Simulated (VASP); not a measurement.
# Sc (P6_3/mmc) in VASP: relaxation of cell and atoms with PBEsol

Aim: the relaxation of cell and atoms of Sc with PBEsol.

Everything below comes from runs of VASP 6.6.1. Logs are shortened: lines on timing, memory, paths and dates and some standing lists are left out, and cuts for length are marked.

### Step 1. The cell of the first run

Symmetry: P6_3/mmc, No. 194, hexagonal system. The conventional cell has a = 3.327 Å, b = 3.327 Å, c = 5.166 Å, α = 90.00°, β = 90.00°, γ = 120.00°. Sc (site symmetry -6m2) has 12 Sc at 3.22 to 3.33 Å within 4.2 Å.

### Step 2. Relaxation of cell and atoms, PBEsol

INCAR

```
SYSTEM = Sc
  PREC = Accurate
  ENCUT = 600
  EDIFF = 1E-6
  ISMEAR = 0
  SIGMA = 0.1
  LREAL = .FALSE.
  LASPH = .TRUE.
  NELM = 60
  ALGO = Normal
  ISIF = 3
  LWAVE = .FALSE.
  LCHARG = .FALSE.
  GGA = PS
  IBRION = 2
  NSW = 80
  EDIFFG = -0.01
```

KPOINTS

```
Automatic mesh
0
G
  12 12 8
  0 0 0
```

POSCAR

```
Sc
1.0
    3.3272063044      0.0000000000      0.0000000000
   -1.6636031522      2.8814451832      0.0000000000
    0.0000000000      0.0000000000      5.1660570942
Sc
2
Direct
    0.3333333333      0.6666666667      0.2500000000
    0.6666666667      0.3333333333      0.7500000000
```

Potentials or basis: VASP PAW PBE potentials, release 64 (Sc_sv).

Command:

```bash
$ cat potpaw_PBE.64/Sc_sv/POTCAR > POTCAR
$ mpirun -np 1 vasp_std > vasp.out
```

OUTCAR:

```text
SYSTEM = Sc
   PREC = Accurate
   ENCUT = 600
   EDIFF = 1E-6
   ISMEAR = 0
   LREAL = .FALSE.
   LASPH = .TRUE.
   NELM = 60
   ISIF = 3
   GGA = PS
   IBRION = 2
   NSW = 80
   EDIFFG = -0.01

 ion  position               nearest neighbor table
   1  0.333  0.667  0.250-   2 3.22   2 3.22   2 3.22   2 3.22   2 3.22   2 3.22
   2  0.667  0.333  0.750-   1 3.22   1 3.22   1 3.22   1 3.22   1 3.22   1 3.22

  LATTYP: Found a hexagonal cell.
 ALAT       =     3.3272063044
 C/A-ratio  =     1.5526711065

  Lattice vectors:

 A1 = (   3.3272063044,   0.0000000000,   0.0000000000)
 A2 = (  -1.6636031522,   2.8814451832,   0.0000000000)
 A3 = (   0.0000000000,   0.0000000000,   5.1660570942)

Analysis of symmetry for initial positions (statically):
=====================================================================
 Subroutine PRICEL returns:
 Original cell was already a primitive cell.

 Routine SETGRP: Setting up the symmetry group for a
 hexagonal supercell.

 Subroutine GETGRP returns: Found 24 space group operations
 (whereof 12 operations were pure point group operations)
 out of a pool of 24 trial point group operations.

The static configuration has the point symmetry D_3d.
 The point group associated with its full space group is D_6h.

Analysis of symmetry for dynamics (positions and initial velocities):
=====================================================================
 Subroutine PRICEL returns:
 Original cell was already a primitive cell.

 Routine SETGRP: Setting up the symmetry group for a
 hexagonal supercell.

 Subroutine GETGRP returns: Found 24 space group operations
 (whereof 12 operations were pure point group operations)
 out of a pool of 24 trial point group operations.

The dynamic configuration has the point symmetry D_3d.
 The point group associated with its full space group is D_6h.

 Subroutine INISYM returns: Found 24 space group operations
 (whereof 12 operations are pure point group operations),
 and found     1 'primitive' translations

----------------------------------------------------------------------------------------

                                     Primitive cell

  volume of cell :      49.5278

  direct lattice vectors                    reciprocal lattice vectors
     3.327206304  0.000000000  0.000000000     0.300552448  0.173524037  0.000000000
    -1.663603152  2.881445183  0.000000000     0.000000000  0.347048074  0.000000000
     0.000000000  0.000000000  5.166057094     0.000000000  0.000000000  0.193571225

  length of vectors
     3.327206304  3.327206304  5.166057094     0.347048074  0.347048074  0.193571225

  position of ions in fractional coordinates (direct lattice)
     0.333333333  0.666666667  0.250000000
     0.666666667  0.333333333  0.750000000

  ion indices of the primitive-cell ions
   primitive index   ion index
                 1           1
                 2           2

----------------------------------------------------------------------------------------

 KPOINTS: Automatic mesh

Automatic generation of k-mesh.
 Grid dimensions read from file:
 generate k-points for:   12   12    8

 Generating k-lattice:

  Cartesian coordinates                     Fractional coordinates (reciprocal lattice)
     0.025046037  0.014460336  0.000000000     0.083333333  0.000000000  0.000000000
     0.000000000  0.028920673  0.000000000     0.000000000  0.083333333  0.000000000
     0.000000000  0.000000000  0.024196403     0.000000000  0.000000000  0.125000000

  Length of vectors
     0.028920673  0.028920673  0.024196403

  Shift w.r.t. Gamma in fractional coordinates (k-lattice)
     0.000000000  0.000000000  0.000000000

 Subroutine IBZKPT returns following result:
 ===========================================

 Found     95 irreducible k-points:

 Following reciprocal coordinates:
            Coordinates               Weight
  0.000000  0.000000  0.000000      1.000000
  0.083333  0.000000  0.000000      6.000000
  0.166667  0.000000  0.000000      6.000000
  0.250000  0.000000  0.000000      6.000000
  0.333333  0.000000  0.000000      6.000000
  0.416667 -0.000000  0.000000      6.000000
[... 16 lines left out ...]
  0.250000  0.000000  0.125000     12.000000
  0.333333  0.000000  0.125000     12.000000
 [... further k-points ...]
   k-points           NKPTS =     95   k-points in BZ     NKDIM =     95   number of bands    NBANDS=     15
   number of dos      NEDOS =    301   number of ions     NIONS =      2
   total plane-waves  NPLWV =  32928
   dimension x,y,z NGX =    28 NGY =   28 NGZ =   42
   dimension x,y,z NGXF=    56 NGYF=   56 NGZF=   84
   ions per type =               2
   NGX,Y,Z   is equivalent  to a cutoff of  13.99, 13.99, 13.52 a.u.
   NGXF,Y,Z  is equivalent  to a cutoff of  27.98, 27.98, 27.03 a.u.
 SYSTEM =  Sc
   PREC   = accura    normal or accurate (medium, high low for compatibility)
   ISTART =      0    job   : 0-new  1-cont  2-samecut
   ICHARG =      2    charge: 1-file 2-atom 10-const
   ISPIN  =      1    spin polarized calculation?
   LNONCOLLINEAR =      F non collinear calculations
   LSORBIT =      F    spin-orbit coupling
   LASPH  =      T    aspherical Exc in radial PAW
   ENCUT  =  600.0 eV  44.10 Ry    6.64 a.u.   6.65  6.65 10.32*2*pi/ulx,y,z
   NELM   =     60;   NELMIN=  2; NELMDL= -5     # of ELM steps
   EDIFF  = 0.1E-05   stopping-criterion for ELM
   LREAL  =      F    real-space projection
   EDIFFG = -.1E-01   stopping-criterion for IOM
   NSW    =     80    number of steps for IOM
   IBRION =      2    ionic relax: 0-MD 1-quasi-New 2-CG
   NFREE  =      1    steps in history (QN), initial steepest desc. (CG)
   ISIF   =      3    stress and relaxation
   ISYM   =      2    0-nonsym 1-usesym 2-fastsym
   POTIM  = 0.5000    time-step for ionic-motion
   TEBEG  =    0.0;   TEEND  =   0.0 temperature during run
   PSTRESS=    0.0 pullay stress
   NELECT =      22.0000    total number of electrons
   NUPDOWN=      -1.0000    fix difference up-down
   EMIN   =  10.00;   EMAX   =-10.00  energy-range for DOS
   EFERMI =   0.00;   METHOD = LEGACY
   ISMEAR =     0;   SIGMA  =   0.10  broadening in eV -4-tet -1-fermi 0-gaus
   EFERMI_NEDOS =   21; number of points for ismear=-14 and -15
   IALGO  =     38    algorithm
   IMIX   =      4    mixing-type and parameters
     AMIX     =   0.40;   BMIX     =  1.00
     AMIX_MAG =   1.60;   BMIX_MAG =  1.00
  volume/ion in A,a.u.               =      24.76       167.12
  Fermi-wavevector in a.u.,A,eV,Ry     =   1.249106  2.360468 21.228705  1.560266
  Thomas-Fermi vector in A             =   2.383162
   LORBIT       =      0    0 simple, 1 ext, 2 COOP (PROOUT), +10 PAW based schemes
   GGA     = PS    functional components
   LHFCALC =     F    Hartree Fock is set to
   AEXX    =    0.0000 exact exchange contribution
   IVDW    =     0    specifies the selected vdW correction
   LEPSILON=     F    determine dielectric tensor
   LRPA    =     F    only Hartree local field effects (RPA)
 conjugate gradient relaxation of ions
 non-spin polarized calculation
 Gauss-broadening in eV      SIGMA  =   0.10
  energy-cutoff  :      600.00
  volume of cell :       49.53
 maximum number of plane-waves:      1701
 NGX is ok and might be reduce to    28
   NGX = 13   NGY = 13   NGZ = 21

--------------------------------------- Ionic step        1  -------------------------------------------

 number of electron      21.9999997 magnetization

 Free energy of the ion-electron system (eV)
  ---------------------------------------------------
  ext. energy  EPLUGINS =         0.00000000
  ---------------------------------------------------
  free energy    TOTEN  =       -13.20561021 eV

  energy without entropy =      -13.18516782  energy(sigma->0) =      -13.19538902

 E-fermi :   3.5446     XC(G=0):  -9.9702

 val. band max:        3.5367148789   @ k =   0.4167   0.1667   0.3750
 cond. band min:       3.5524663392   @ k =   0.1667   0.0833   0.2500
 fundamental gap:      0.0157514603
 Fermi energy:         3.5445513956

 k-point     1 :       0.0000    0.0000    0.0000
  band No.  band energies     occupation
      1     -45.6718      2.00000
      2     -45.5997      2.00000
      3     -24.5904      2.00000
      4     -24.2513      2.00000
      5     -24.2513      2.00000
      6     -24.1835      2.00000
      7     -24.1835      2.00000
      8     -24.1519      2.00000
      9      -1.5805      2.00000
     10       1.9131      2.00000
     11       4.1820      0.00000
     12       5.1224      0.00000
     13       5.1224      0.00000
     14       5.4017      0.00000
     15       5.5743      0.00000

 k-point     2 :       0.0833    0.0000    0.0000
  band No.  band energies     occupation
      1     -45.6686      2.00000
      2     -45.5987      2.00000
      3     -24.5814      2.00000
      4     -24.2683      2.00000
      5     -24.2573      2.00000
      6     -24.2014      2.00000
      7     -24.1856      2.00000
      8     -24.1563      2.00000
      9      -1.4302      2.00000
     10       2.0375      2.00000
     11       4.0462      0.00000
     12       4.8646      0.00000
     13       5.2314      0.00000
     14       5.4741      0.00000
     15       5.5943      0.00000
[... 445 lines left out ...]
 VOLUME and BASIS-vectors are now :
 -----------------------------------------------------------------------------
  energy-cutoff  :      600.00
  volume of cell :       46.89
      direct lattice vectors                 reciprocal lattice vectors
     3.266027041  0.000000000 -0.000000000     0.306182401  0.176774491  0.000000000
    -1.633013521  2.828462387  0.000000000     0.000000000  0.353548983  0.000000000
    -0.000000000  0.000000000  5.075979298     0.000000000  0.000000000  0.197006320

 POSITION                                       TOTAL-FORCE (eV/Angst)
 -----------------------------------------------------------------------------------
     -0.00000      1.88564      1.26899        -0.000000      0.000000      0.000000
      1.63301      0.94282      3.80698         0.000000     -0.000000      0.000000
 -----------------------------------------------------------------------------------
    total drift:                               -0.000000      0.000000     -0.000000

  FREE ENERGIE OF THE ION-ELECTRON SYSTEM (eV)
  ---------------------------------------------------
  free  energy   TOTEN  =       -13.2219246446 eV

  energy  without entropy=      -13.2032615160  energy(sigma->0) =      -13.21259308

--------------------------------------- Ionic step        3  -------------------------------------------

 number of electron      21.9999999 magnetization

 Free energy of the ion-electron system (eV)
  ---------------------------------------------------
  ext. energy  EPLUGINS =         0.00000000
  ---------------------------------------------------
  free energy    TOTEN  =       -13.22267953 eV

  energy without entropy =      -13.20370512  energy(sigma->0) =      -13.21319233

 E-fermi :   3.8096     XC(G=0): -10.1564

 val. band max:        3.8064054487   @ k =   0.1667   0.0833   0.0000
 cond. band min:       3.8149761236   @ k =   0.2500   0.1667   0.3750
 fundamental gap:      0.0085706749
 Fermi energy:         3.8095896336

 k-point     1 :       0.0000    0.0000    0.0000
  band No.  band energies     occupation
      1     -45.2893      2.00000
      2     -45.2022      2.00000
      3     -24.2496      2.00000
      4     -23.8518      2.00000
      5     -23.8518      2.00000
      6     -23.7740      2.00000
      7     -23.7740      2.00000
      8     -23.7401      2.00000
      9      -1.3987      2.00000
     10       2.1139      2.00000
     11       4.5466      0.00000
     12       5.4439      0.00000
     13       5.4439      0.00000
     14       5.7362      0.00000
     15       5.9252      0.00000

 k-point     2 :       0.0833    0.0000    0.0000
  band No.  band energies     occupation
      1     -45.2853      2.00000
      2     -45.2009      2.00000
      3     -24.2390      2.00000
      4     -23.8717      2.00000
      5     -23.8587      2.00000
      6     -23.7950      2.00000
      7     -23.7764      2.00000
      8     -23.7452      2.00000
      9      -1.2419      2.00000
     10       2.2436      2.00000
     11       4.3940      0.00000
     12       5.1696      0.00000
     13       5.5596      0.00000
     14       5.8186      0.00000
     15       5.9382      0.00000
[... 409 lines left out ...]
 VOLUME and BASIS-vectors are now :
 -----------------------------------------------------------------------------
  energy-cutoff  :      600.00
  volume of cell :       47.34
      direct lattice vectors                 reciprocal lattice vectors
     3.276567951  0.000000000 -0.000000000     0.305197394  0.176205798  0.000000000
    -1.638283976  2.837591083  0.000000000     0.000000000  0.352411595  0.000000000
    -0.000000000  0.000000000  5.091499295     0.000000000  0.000000000  0.196405802

 POSITION                                       TOTAL-FORCE (eV/Angst)
 -----------------------------------------------------------------------------------
     -0.00000      1.89173      1.27287         0.000000     -0.000000      0.000000
      1.63828      0.94586      3.81862        -0.000000      0.000000      0.000000
 -----------------------------------------------------------------------------------
    total drift:                               -0.000000      0.000000     -0.000000

  FREE ENERGIE OF THE ION-ELECTRON SYSTEM (eV)
  ---------------------------------------------------
  free  energy   TOTEN  =       -13.2226795319 eV

  energy  without entropy=      -13.2037051228  energy(sigma->0) =      -13.21319233

 reached required accuracy - stopping structural energy minimisation
```

Wall time 1.7 min (1 thread of AMD EPYC 9R45 (Zen 5), shared host); peak memory 0.2 GiB.

Results:

```yaml
Free_energy: -13.2227 eV
Relaxed_volume: 23.67 Å³/atom
Relaxed_cell: a = 3.277 Å, b = 3.277 Å, c = 5.091 Å, α = 90.00°, β = 90.00°, γ = 120.00°
Space_group_after_relaxing_to_0.1_Å: P6_3/mmc (No. 194)
Energy_gained_by_relaxing: 8.5 meV/atom
Ionic_steps: 3
Pressure_after_relaxing: 0.0 GPa
Band_gap_on_the_k_mesh: zero (bands 11 and 12 overlap by 1.56 eV)
```

The path:
```csv
step,energy change (eV),largest force (eV/Å),pressure (GPa),volume (Å³)
1,0.0000,0.0000,-2.42,49.53
2,-0.0163,0.0000,0.56,46.89
3,-0.0171,0.0000,-0.01,47.34
```

Final structure:
```yaml
crystal:
  lattice:
    - [3.27657, 0.00000, 0.00000]
    - [-1.63828, 2.83759, 0.00000]
    - [0.00000, 0.00000, 5.09150]
  atoms:
    - { symbol: Sc, position: [0.33333, 0.66667, 0.25000] }
    - { symbol: Sc, position: [0.66667, 0.33333, 0.75000] }
```

Caveat: the PAW data sets were made with another functional, which shifts forces and pressure a little.
